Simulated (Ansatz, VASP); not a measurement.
Two plane-wave programs on In

```
In
1.0
    -1.86339    1.86339    1.86339
     1.86339   -1.86339    1.86339
     1.86339    1.86339   -1.86339
In
1
Direct
  0.00000 0.00000 0.00000
```

Alike in both runs: task single point; functional PBEsol; k mesh 13 × 13 × 13; occupations fermi-dirac, width 0.1 eV; no spin polarisation.

|  | VASP | Ansatz |
| --- | --- | --- |
| version | VASP 6.6.1 | Ansatz 0.2.0 |
| potentials or method | VASP PAW PBE potentials, release 64 (In_d), cutoff 520 eV | plane waves (420 eV) with PAW, scalar-relativistic |
| valence electrons in the cell | 13 | 13 |

```csv
,VASP,Ansatz,Ansatz less VASP
pressure (GPa),-0.2,-0.2,+0.01
```

VASP's potentials were made for PBE, not for PBEsol, and Ansatz warns of the same on its side. The functional is the same, so the differences come from potentials, cutoffs and numerics.
